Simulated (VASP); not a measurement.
A run of VASP 6.6.1:

INCAR

```
SYSTEM = AgBr
  PREC = Accurate
  ENCUT = 500
  EDIFF = 1E-6
  ISMEAR = 0
  SIGMA = 0.01
  LREAL = .False.
  LASPH = .True.
  NELM = 120
  ALGO = Normal
  ISIF = 2
  LWAVE = .False.
  LCHARG = .False.
  GGA = PE
  NBANDS = 16
  GGA_COMPAT = .False.
```

KPOINTS

```
regular mesh
0
Gamma
  4 4 4
  0 0 0
```

POSCAR

```
AgBr
1.0
    0.0000000000      2.8701500000      2.8701500000
    2.8701500000      0.0000000000      2.8701500000
    2.8701500000      2.8701500000      0.0000000000
Ag Br
1 1
Direct
    0.0000000000      0.0000000000      0.0000000000
    0.5000000000      0.5000000000      0.5000000000
```

Potentials or basis: VASP PAW PBE potentials, release 64 (Ag, Br).

The run is started by

```sh
$ cat potpaw_PBE.64/Ag/POTCAR potpaw_PBE.64/Br/POTCAR > POTCAR
$ mpirun -np 1 vasp_std > vasp.out
```

Hardware: 1 thread of AMD EPYC 7R43 64-Core Processor (Zen 3), with other jobs on the host.

**Question.** How long does it take, and how much memory?

**Answer.** It took 9.3 s on 1 thread of AMD EPYC 7R43 64-Core Processor (Zen 3), on a shared host, peak memory 0.13 GiB. Counts: scf iterations 12, k points 8.
